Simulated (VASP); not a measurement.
Wanted: the native input for a VASP 6.6.1 run.

- Task: relaxation of cell and atoms
- Functional: r2SCAN
- Potentials or basis: VASP PAW PBE potentials, release 64 (Mn_pv, Si)
- Cutoff: 600 eV
- k mesh: 14 × 14 × 14
- Occupations: fermi-dirac, width 0.1 eV
- Spin: collinear spin, ferromagnetic start
- Starting moments: [3.0, 0.0] μB
- Target pressure: -0.98 GPa
- Dipole correction: no
- Further INCAR settings: ALGO = Normal; EDIFF = 1e-06; IBRION = 2; EDIFFG = -0.005; NSW = 60; ISIF = 3

The system is MnSi (rocksalt type).

```
Mn Si
1.0
     0.00000    2.47603    2.47603
     2.47603    0.00000    2.47603
     2.47603    2.47603    0.00000
Mn Si
1 1
Direct
  0.00000 0.00000 0.00000
  0.50000 0.50000 0.50000
```

The input as run:

POSCAR

```
MnSi
1.0
    0.0000000000      2.4760320894      2.4760320894
    2.4760320894      0.0000000000      2.4760320894
    2.4760320894      2.4760320894      0.0000000000
Mn Si
1 1
Direct
    0.0000000000      0.0000000000      0.0000000000
    0.5000000000      0.5000000000      0.5000000000
```

INCAR.step1

```
PREC = Accurate
ENCUT = 600
ISMEAR = -1
SIGMA = 0.1
LREAL = F
LASPH = T
NELM = 150
ISPIN = 2
MAGMOM = 3 0
LMAXMIX = 4
GGA = PE
ALGO = Normal
EDIFF = 1E-4
LWAVE = T
LCHARG = F
```

INCAR.step2

```
PREC = Accurate
ENCUT = 600
EDIFF = 1E-6
ISMEAR = -1
SIGMA = 0.1
LREAL = F
LASPH = T
NELM = 150
ALGO = Normal
ISIF = 3
LWAVE = F
LCHARG = F
ISPIN = 2
MAGMOM = 3 0
LORBIT = 11
LMAXMIX = 4
METAGGA = R2SCAN
LMIXTAU = T
IBRION = 2
NSW = 60
EDIFFG = -0.005
PSTRESS = -9.8
ISTART = 1
```

KPOINTS

```
regular mesh
0
Gamma
  14 14 14
```

Potentials or basis: VASP PAW PBE potentials, release 64 (Mn_pv, Si).

The run is started by

```sh
$ cat potpaw_PBE.64/Mn_pv/POTCAR potpaw_PBE.64/Si/POTCAR > POTCAR
$ cp INCAR.step1 INCAR
$ mpirun -np 1 vasp_std > vasp.out
$ cp INCAR.step2 INCAR
$ mpirun -np 1 vasp_std > vasp.out
```

It gave:

```json
{
  "Pressure after relaxing": "-1.0 GPa",
  "Band gap on the k mesh": "zero (filled and empty bands overlap)",
  "Net moment": "3.01 μB per cell",
  "Site moments": "Mn +3.25; Si -0.19 μB",
  "Valence electrons inside the program's atomic spheres": "Mn 11.69; Si 1.70"
}
```

Caveat: the relaxation stopped at its first step, so nothing moved; the cell is relaxed towards a set pressure, so the run minimises the enthalpy, not the energy; the PAW data sets were made with another functional, which shifts forces and pressure a little.

Run time: 7.9 min on 1 thread of Oxide Virtual Turin-like Processor, with other jobs on the host, peak memory 0.21 GiB.
